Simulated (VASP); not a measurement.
# Na16Cu (a cell with a defect) in VASP: single point with PBE

Aim: the single point of Na16Cu (a cell with a defect) with PBE.

All numbers are computed with VASP 6.6.1; they aren't measurements. Logs are shortened: lines on timing, memory, paths and dates and some standing lists are left out, and cuts for length are marked.

## Step 1: The cell of the first run

The cell holds a defect, 17 atoms: a = 8.460 Å, b = 8.460 Å, c = 8.460 Å, α = 90.00°, β = 90.00°, γ = 90.00°.

## Step 2: Single point, PBE

The input, INCAR:

```
PREC     = Accurate       # precision mode
ENCUT    = 520            # plane-wave cutoff, eV
EDIFF    = 1E-6           # SCF threshold, eV
ISMEAR   = 0              # smearing method
SIGMA    = 0.15           # smearing width, eV
LREAL    = Auto         
LASPH    = T              # aspherical terms in the spheres
NELM     = 80             # most SCF steps
ALGO     = Normal         # electronic algorithm
ISIF     = 2              # what is computed and relaxed
LWAVE    = F              # write WAVECAR
LCHARG   = T              # write CHGCAR
GGA      = PE             # functional
LELF     = T              # ELF
LVHAR    = T            
NBANDS   = 76             # bands
```

The input, KPOINTS:

```
Automatic mesh
0
Gamma
  2 2 2
```

The input, POSCAR:

```
Na16Cu
1.0
    8.4600000000      0.0000000000      0.0000000000
    0.0000000000      8.4600000000      0.0000000000
    0.0000000000      0.0000000000      8.4600000000
Na Cu
16 1
Direct
    0.0419229314      0.0000930260      0.0039485816
    0.4516535461      0.0001163121     -0.0485117021
    0.0123925532      0.5000580378      0.0411498818
   -0.0572895981     -0.0000232861      0.4425158392
    0.2583641844      0.2300421986      0.3030010638
    0.5003429078      0.5000310875     -0.0004760047
    0.5041107565      0.0000449173      0.5414760047
    0.7165891253      0.2274052009      0.2165595745
   -0.0243125296      0.5001172577      0.4754635934
    0.2584120567      0.7700620567      0.3029036643
    0.2456944444      0.3037514184      0.7456986998
    0.5414206856      0.5000919622      0.5125004728
    0.7165457447      0.7727260047      0.2164721040
    0.8032842790      0.2298488180      0.7578775414
    0.2457040189      0.6964516548      0.7457387707
    0.8032507092      0.7702801418      0.7579517730
    0.1719858156      0.0001003546      0.6716388889
```

Potentials or basis: VASP PAW PBE potentials, release 64 (Na_pv, Cu).

Launch:

```console
$ cat potpaw_PBE.64/Na_pv/POTCAR potpaw_PBE.64/Cu/POTCAR > POTCAR
$ mpirun -np 1 vasp_std > vasp.out
```

OUTCAR:

```text
PREC = Accurate
   ENCUT = 520
   EDIFF = 1E-6
   ISMEAR = 0
   LREAL = Auto
   LASPH = T
   NELM = 80
   ISIF = 2
   GGA = PE

 ion  position               nearest neighbor table
   1  0.042  0.000  0.004-
   2  0.452  0.000  0.951-
   3  0.012  0.500  0.041-
   4  0.943  1.000  0.443-  17 2.74
   5  0.258  0.230  0.303-
   6  0.500  0.500  1.000-
   7  0.504  0.000  0.541-
   8  0.717  0.227  0.217-
   9  0.976  0.500  0.475-
  10  0.258  0.770  0.303-
  11  0.246  0.304  0.746-  17 2.72
  12  0.541  0.500  0.513-
  13  0.717  0.773  0.216-
  14  0.803  0.230  0.758-
  15  0.246  0.696  0.746-  17 2.72
  16  0.803  0.770  0.758-
  17  0.172  0.000  0.672-  11 2.72  15 2.72   4 2.74

  LATTYP: Found a simple cubic cell.
 ALAT       =     8.4600000000

  Lattice vectors:

 A1 = (   8.4600000000,   0.0000000000,   0.0000000000)
 A2 = (   0.0000000000,   8.4600000000,   0.0000000000)
 A3 = (   0.0000000000,   0.0000000000,   8.4600000000)

Analysis of symmetry for initial positions (statically):
=====================================================================
 Subroutine PRICEL returns:
 Original cell was already a primitive cell.

 Routine SETGRP: Setting up the symmetry group for a
 simple cubic supercell.

 Subroutine GETGRP returns: Found  1 space group operations
 (whereof  1 operations were pure point group operations)
 out of a pool of 48 trial point group operations.

The static configuration has the point symmetry C_1 .

Analysis of symmetry for dynamics (positions and initial velocities):
=====================================================================
 Subroutine PRICEL returns:
 Original cell was already a primitive cell.

 Routine SETGRP: Setting up the symmetry group for a
 simple cubic supercell.

 Subroutine GETGRP returns: Found  1 space group operations
 (whereof  1 operations were pure point group operations)
 out of a pool of 48 trial point group operations.

[... 108 lines left out ...]
   LNONCOLLINEAR =      F non collinear calculations
   LSORBIT =      F    spin-orbit coupling
   LASPH  =      T    aspherical Exc in radial PAW
   ENCUT  =  520.0 eV  38.22 Ry    6.18 a.u.  15.73 15.73 15.73*2*pi/ulx,y,z
   NELM   =     80;   NELMIN=  2; NELMDL= -5     # of ELM steps
   EDIFF  = 0.1E-05   stopping-criterion for ELM
   LREAL  =      T    real-space projection
   EDIFFG = 0.1E-04   stopping-criterion for IOM
   NSW    =      0    number of steps for IOM
   IBRION =     -1    ionic relax: 0-MD 1-quasi-New 2-CG
   NFREE  =      0    steps in history (QN), initial steepest desc. (CG)
   ISIF   =      2    stress and relaxation
   ISYM   =      2    0-nonsym 1-usesym 2-fastsym
   POTIM  = 0.5000    time-step for ionic-motion
   TEBEG  =    0.0;   TEEND  =   0.0 temperature during run
   PSTRESS=    0.0 pullay stress
   NELECT =     123.0000    total number of electrons
   NUPDOWN=      -1.0000    fix difference up-down
   EMIN   =  10.00;   EMAX   =-10.00  energy-range for DOS
   EFERMI =   0.00;   METHOD = LEGACY
   ISMEAR =     0;   SIGMA  =   0.15  broadening in eV -4-tet -1-fermi 0-gaus
   EFERMI_NEDOS =   21; number of points for ismear=-14 and -15
   IALGO  =     38    algorithm
   IMIX   =      4    mixing-type and parameters
     AMIX     =   0.40;   BMIX     =  1.00
     AMIX_MAG =   1.60;   BMIX_MAG =  1.00
  volume/ion in A,a.u.               =      35.62       240.36
  Fermi-wavevector in a.u.,A,eV,Ry     =   0.962364  1.818605 12.600968  0.926145
  Thomas-Fermi vector in A             =   2.091817
   LORBIT       =      0    0 simple, 1 ext, 2 COOP (PROOUT), +10 PAW based schemes
   GGA     = PE    functional components
   LHFCALC =     F    Hartree Fock is set to
   AEXX    =    0.0000 exact exchange contribution
   IVDW    =     0    specifies the selected vdW correction
   LEPSILON=     F    determine dielectric tensor
   LRPA    =     F    only Hartree local field effects (RPA)
 non-spin polarized calculation
 Gauss-broadening in eV      SIGMA  =   0.15
  energy-cutoff  :      520.00
  volume of cell :      605.50
 maximum number of plane-waves:     16384
 NGX is ok and might be reduce to    64
   NGX = 31   NGY = 31   NGZ = 31

 number of electron     123.0000053 magnetization

 Free energy of the ion-electron system (eV)
  ---------------------------------------------------
  ext. energy  EPLUGINS =         0.00000000
  ---------------------------------------------------
  free energy    TOTEN  =       -23.59365957 eV

  energy without entropy =      -23.44212582  energy(sigma->0) =      -23.51789269

 E-fermi :   0.2716     XC(G=0):  -6.6232

 val. band max:        0.2587470352   @ k =   0.0000   0.5000   0.5000
 cond. band min:       0.2851712933   @ k =   0.5000   0.0000   0.5000
 fundamental gap:      0.0264242581
 Fermi energy:         0.2716049067

 k-point     1 :       0.0000    0.0000    0.0000
  band No.  band energies     occupation
      1     -24.7016      2.00000
      2     -24.6933      2.00000
      3     -24.6823      2.00000
      4     -24.6110      2.00000
      5     -24.6090      2.00000
      6     -24.6078      2.00000
[... 597 lines left out ...]
     72       2.6459      0.00000
     73       2.6785      0.00000
 [bands above 73 left out]

------------------------ aborting loop because EDIFF is reached ----------------------------------------

  FORCE on cell =-STRESS in cart. coord.  units (eV):
  Direction    XX          YY          ZZ          XY          YZ          ZX
  --------------------------------------------------------------------------------------
  -------------------------------------------------------------------------------------
  Total        0.0058878      0.8539646      0.0006836      0.0005567      0.0003857      1.3168824
  in kB        0.0155795      2.2596406      0.0018089      0.0014730      0.0010207      3.4845482
  external PRESSURE =       0.7590097 kB  Pullay stress =       0.0000000 kB

 VOLUME and BASIS-vectors are now :
 -----------------------------------------------------------------------------
  energy-cutoff  :      520.00
  volume of cell :      605.50
      direct lattice vectors                 reciprocal lattice vectors
     8.460000000  0.000000000  0.000000000     0.118203310  0.000000000  0.000000000
     0.000000000  8.460000000  0.000000000     0.000000000  0.118203310  0.000000000
     0.000000000  0.000000000  8.460000000     0.000000000  0.000000000  0.118203310

 POSITION                                       TOTAL-FORCE (eV/Angst)
 -----------------------------------------------------------------------------------
      0.35467      0.00079      0.03341        -0.001624     -0.000026      0.001281
      3.82099      0.00098      8.04959         0.003330      0.000039      0.001642
      0.10484      4.23049      0.34813         0.000455      0.000032      0.000430
      7.97533      8.45980      3.74368        -0.000182     -0.000005     -0.002733
      2.18576      1.94616      2.56339        -0.000565      0.001307     -0.001572
      4.23290      4.23026      8.45597         0.004775      0.000019      0.005023
[... 9 lines left out ...]
      6.79550      6.51657      6.41227        -0.001880     -0.001675      0.000949
      1.45500      0.00085      5.68207        -0.001738     -0.000174     -0.000456
 -----------------------------------------------------------------------------------
    total drift:                               -0.003129     -0.000561     -0.001931

  FREE ENERGIE OF THE ION-ELECTRON SYSTEM (eV)
  ---------------------------------------------------
  free  energy   TOTEN  =       -23.5936595687 eV

  energy  without entropy=      -23.4421258174  energy(sigma->0) =      -23.51789269
```

OSZICAR:

```text
N       E                     dE             d eps       ncg     rms          rms(c)
DAV:   1     0.112902057823E+04    0.11290E+04   -0.62295E+04  1280   0.164E+03
DAV:   2     0.572450739154E+02   -0.10718E+04   -0.10560E+04  1216   0.458E+02
DAV:   3    -0.218054149727E+02   -0.79050E+02   -0.77278E+02  1388   0.161E+02
DAV:   4    -0.241532485303E+02   -0.23478E+01   -0.23320E+01  1360   0.291E+01
DAV:   5    -0.242390951269E+02   -0.85847E-01   -0.85835E-01  1824   0.606E+00    0.429E+00
DAV:   6    -0.237832720664E+02    0.45582E+00   -0.38733E+00  1420   0.103E+01    0.197E+00
DAV:   7    -0.236287516934E+02    0.15452E+00   -0.15328E+00  1384   0.514E+00    0.146E+00
DAV:   8    -0.235947287404E+02    0.34023E-01   -0.21171E-01  1656   0.207E+00    0.322E-01
DAV:   9    -0.235947070400E+02    0.21700E-04   -0.24698E-02  1520   0.746E-01    0.167E-01
DAV:  10    -0.235936322899E+02    0.10748E-02   -0.40117E-03  1472   0.404E-01    0.337E-02
DAV:  11    -0.235936602282E+02   -0.27938E-04   -0.36277E-04  1344   0.720E-02    0.116E-02
DAV:  12    -0.235936603241E+02   -0.95944E-07   -0.21766E-05  1236   0.301E-02    0.690E-03
DAV:  13    -0.235936595687E+02    0.75547E-06   -0.77607E-06  1128   0.176E-02
   1 F= -.23593660E+02 E0= -.23517893E+02  d E =-.151534E+00
```

stdout:

```text
POSCAR found type information on POSCAR NaCu
 POSCAR found :  2 types and      17 ions
 scaLAPACK will be used
 LDA part: xc-table for (Slater+PW92), standard interpolation
 POSCAR, INCAR and KPOINTS ok, starting setup
 FFT: planning ... GRIDC
 FFT: planning ... GRID_SOFT
 FFT: planning ... GRID
 WAVECAR not read
 entering main loop
```

Run time: 4.8 min. Hardware: 1 thread of Intel Xeon Platinum 8488C (Sapphire Rapids), shared host; peak memory 0.65 GiB.

Results:

- Free energy: -23.5937 eV
- Pressure: 0.1 GPa
- Largest force: 0.007 eV/Å
- Band gap on the k mesh: zero (an odd number of electrons rules out a gap without spin polarisation)

Forces in eV/Å, atoms in the order of the input:
```
Na  -0.002  0.000  0.001
Na   0.003  0.000  0.002
Na   0.000  0.000  0.000
Na   0.000  0.000 -0.003
Na  -0.001  0.001 -0.002
Na   0.005  0.000  0.005
Na   0.001  0.000  0.001
Na  -0.001  0.005 -0.002
Na   0.000  0.000  0.000
Na  -0.001 -0.001 -0.002
Na   0.000  0.000 -0.001
Na   0.000  0.000  0.000
Na  -0.001 -0.005 -0.002
Na  -0.002  0.002  0.001
Na   0.000 -0.001 -0.001
Na  -0.002 -0.002  0.001
Cu  -0.002  0.000  0.000
```

Caveat: the k points lie up to 0.37 Å⁻¹ apart, too coarse for converged energies and pressures of a metal.
